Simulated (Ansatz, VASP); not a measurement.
# SrCl2 in VASP and in Ansatz

File INCAR:

```
  PREC = Accurate
  ENCUT = 520
  EDIFF = 1E-6
  ISMEAR = -1
  SIGMA = 0.02
  LREAL = F
  LASPH = T
  NELM = 150
  ALGO = Normal
  ISIF = 2
  LWAVE = F
  LCHARG = T
  MAGMOM = 0 0 0 0 0 0 0 0 0
  LORBIT = 11
  LSORBIT = T
  GGA_COMPAT = F
  LORBMOM = T
  GGA = PE
  LVHAR = T
  NBANDS = 37
```

The input KPOINTS:

```
Automatic mesh
0
Gamma
  6 6 6
```

File POSCAR:

```
SrCl2
1.0
    0.0000000000      3.5192138340      3.5192138340
    3.5192138340      0.0000000000      3.5192138340
    3.5192138340      3.5192138340      0.0000000000
Sr Cl
1 2
Direct
    0.0000000000      0.0000000000      0.0000000000
    0.2500000000      0.2500000000      0.2500000000
    0.7500000000      0.7500000000      0.7500000000
```

Input for Ansatz:

```yaml
crystal:
  lattice:
    - [0.0, 3.519213834, 3.519213834]
    - [3.519213834, 0.0, 3.519213834]
    - [3.519213834, 3.519213834, 0.0]
  atoms:
    - { symbol: Sr, position: [0.0, 0.0, 0.0] }
    - { symbol: Cl, position: [0.25, 0.25, 0.25] }
    - { symbol: Cl, position: [0.75, 0.75, 0.75] }
kpoints:
  mp_grid: { grid: [6, 6, 6] }
  band_path:
    path:
      - [0.0, 0.0, 0.0]
      - [0.5, 0.0, 0.5]
      - [0.625, 0.25, 0.625]
      - [0.375, 0.375, 0.75]
      - [0.0, 0.0, 0.0]
      - [0.5, 0.5, 0.5]
      - [0.5, 0.25, 0.75]
      - [0.5, 0.0, 0.5]
    npoints: 8
scf:
  occupations: { method: fermi_dirac, width: 0.02 }
hamiltonian:
  xc: pbe
  pseudopotentials: { kind: all_electron, lapw: { basis_error: 0.0005 } }
output:
  forces: true
  stress: true
  eigenvalues: true
magnetization:
  noncollinear: true
  spin_orbit: true
```

Alike in both runs: task single point; functional PBE; k mesh 6 × 6 × 6; occupations fermi-dirac, width 0.02 eV; non-collinear spin, spin-orbit coupling.

```csv
,VASP,Ansatz
version,VASP 6.6.1,Ansatz 0.2.0
potentials or method,"VASP PAW PBE potentials, release 64 (Sr_sv, Cl), cutoff 520 eV",all-electron LAPW
```

Ansatz gave:

- pressure (GPa): 0.0

**Question.** What did VASP give for the same quantities?

**Answer.** Pressure (GPa): 0.1.

Ansatz ran all-electron here, and VASP with PAW potentials.
